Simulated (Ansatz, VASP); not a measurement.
One calculation of SrO, two programs

The input INCAR:

```
PREC     = Accurate       # precision mode
ENCUT    = 520            # plane-wave cutoff, eV
EDIFF    = 1E-6           # SCF threshold, eV
ISMEAR   = 0              # smearing method
SIGMA    = 0.05           # smearing width, eV
LREAL    = F              # projectors in reciprocal space
LASPH    = T              # aspherical terms in the spheres
NELM     = 60             # most SCF steps
ALGO     = Normal         # electronic algorithm
ISIF     = 2              # what is computed and relaxed
LWAVE    = F              # write WAVECAR
LCHARG   = F              # write CHGCAR
GGA      = PE             # functional
NBANDS   = 24             # bands
```

The input KPOINTS:

```
Automatic mesh
0
Gamma
  9 9 4
```

POSCAR

```
SrO
1.0
    3.6366829075      0.0000000000      0.0000000000
   -1.8183414538      3.1494597834      0.0000000000
    0.0000000000      0.0000000000      6.3468734168
Sr O
2 2
Direct
    0.3333333333      0.6666666667      0.2517315869
    0.6666666667      0.3333333333      0.7517315869
    0.0000000000      0.0000000000     -0.0094831953
    0.0000000000      0.0000000000      0.4905168047
```

Input for Ansatz:

```yaml
crystal:
  lattice:
    - [3.6366829075, 0.0, 0.0]
    - [-1.8183414538, 3.1494597834, 0.0]
    - [0.0, 0.0, 6.3468734168]
  atoms:
    - { symbol: Sr, position: [0.3333333333, 0.6666666667, 0.2517315869] }
    - { symbol: Sr, position: [0.6666666667, 0.3333333333, 0.7517315869] }
    - { symbol: O, position: [0.0, 0.0, -0.0094831953] }
    - { symbol: O, position: [0.0, 0.0, 0.4905168047] }
basis:
  ecutwfc: 520.0
kpoints:
  mp_grid: { grid: [9, 9, 4] }
hamiltonian:
  xc: pbe
scf:
  occupations: { method: gaussian, width: 0.05 }
output:
  forces: true
  stress: true
  eigenvalues: true
```

Change from the starting cell: mode 8 frozen in at -0.059 Å, equal normal strain along x, y and z +0.0167.

Alike in both runs: task single point; functional PBE; k mesh 9 × 9 × 4; occupations gaussian, width 0.05 eV; no spin polarisation.

|  | VASP | Ansatz |
| --- | --- | --- |
| version | VASP 6.6.1 | Ansatz 0.2.0 |
| potentials or method | VASP PAW PBE potentials, release 64 (Sr_sv, O), cutoff 520 eV | scalar-relativistic, plane waves, PAW |
| valence electrons in the cell | 32 | 32 |

Ansatz gave:

| Property | Result |
| --- | --- |
| gap on the k mesh at the Fermi level (eV) | 2.72 |
| least direct gap on the mesh (eV) | 2.72 |
| pressure (GPa) | -3.5 |
| traceless stress, the component that is largest in VASP (GPa) | -0.36 |
| rms of the force components (eV/Å) | 0.054 |

Question: Estimate VASP's values.

Answer: gap on the k mesh at the Fermi level (eV): 2.71; least direct gap on the mesh (eV): 2.71; pressure (GPa): -3.1; traceless stress, the component that is largest in VASP (GPa): -0.37; rms of the force components (eV/Å): 0.059.

Atom by atom the forces differ by 0.005 eV/Å (rms over components).
